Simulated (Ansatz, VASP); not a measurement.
Two plane-wave programs on MgRh

```
Mg Rh
1.0
     3.09920    0.00000    0.00000
     0.00000    3.09920    0.00000
     0.00000    0.00000    3.09920
Mg Rh
1 1
Cartesian
  0.0000 0.0000 0.4375
  1.5496 1.5496 1.5496
```

Change from the starting cell: all Mg atoms moved +0.438 Å, as atom 1 along Cartesian [0 0 1].

Alike in both runs: task single point; functional LDA; k mesh 16 × 16 × 16; occupations gaussian, width 0.15 eV; no spin polarisation.

|  | VASP | Ansatz |
| --- | --- | --- |
| version | VASP 6.6.1 | Ansatz 0.2.0 |
| potentials or method | VASP PAW LDA potentials, release 64 (Mg, Rh_pv), cutoff 520 eV | scalar-relativistic, plane waves, PAW |
| valence electrons in the cell | 17 | 27 |

VASP gave:

```
gap on the k mesh at the Fermi level (eV)                     : none
pressure (GPa)                                                : 0.9
traceless stress, the component that is largest in VASP (GPa) : -6.29
rms of the force components (eV/Å)                            : 1.262
```

**Question.** Which values does Ansatz return?

**Answer.** gap on the k mesh at the Fermi level (eV): none; pressure (GPa): 1.2; traceless stress, the component that is largest in VASP (GPa): -6.13; rms of the force components (eV/Å): 1.255.

LDA's correlation is that of Perdew and Zunger in VASP and of Perdew and Wang (1992) in Ansatz. Atom by atom the forces differ by 0.008 eV/Å (rms over components). A gap of «none» marks a metal or a gap that the smearing closes. VASP's potentials hold 17 valence electrons a cell and Ansatz's 27, so a difference there can come from the potentials and not from the codes.
